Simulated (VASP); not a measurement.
Here is a VASP 6.6.1 calculation.

Contents of INCAR:

```
  PREC = Accurate
  ENCUT = 520
  EDIFF = 1E-6
  ISMEAR = 0
  SIGMA = 0.1
  LREAL = False
  LASPH = True
  NELM = 100
  ALGO = Normal
  ISIF = 2
  LWAVE = False
  LCHARG = False
  GGA = PE
  NBANDS = 31
```

The input KPOINTS:

```
Automatic mesh
0
Gamma
  12 12 4
```

File POSCAR:

```
AlIn2Sb2As
1.0
    5.2634720425      0.0000000000      0.0000000000
   -2.6317360212      4.5583005009      0.0000000000
    0.0000000000      0.0000000000     10.3647799147
Al In Sb As
1 2 2 1
Direct
    0.0000000000      0.0000000000      0.0000000000
    0.3333333333      0.6666666667      0.0000000000
    0.6666666667      0.3333333333      0.0000000000
    0.0000000000      0.0000000000      0.7441735054
    0.0000000000      0.0000000000      0.2558264946
    0.0000000000      0.0000000000      0.5000000000
```

Potentials or basis: VASP PAW PBE potentials, release 64 (Al, In_d, Sb, As).

Launch:

```sh
$ cat potpaw_PBE.64/Al/POTCAR potpaw_PBE.64/In_d/POTCAR potpaw_PBE.64/Sb/POTCAR potpaw_PBE.64/As/POTCAR > POTCAR
$ mpirun -np 1 vasp_std > vasp.out
```

Problem. What does it give for the largest force?

Solution. 0.013 eV/Å.

Problem. What does it give for the band gap on the k mesh?

Solution. Zero (band 22 reaches 3.19 eV, above the bottom of band 23 at 1.83 eV).

Forces on the atoms (eV/Å):
```
Al   0.000  0.000  0.000
In   0.000  0.000  0.000
In   0.000  0.000  0.000
Sb   0.000  0.000  0.013
Sb   0.000  0.000 -0.013
As   0.000  0.000  0.000
```

Caveat: spin-orbit coupling is left out, which moves the levels of the heavy elements.
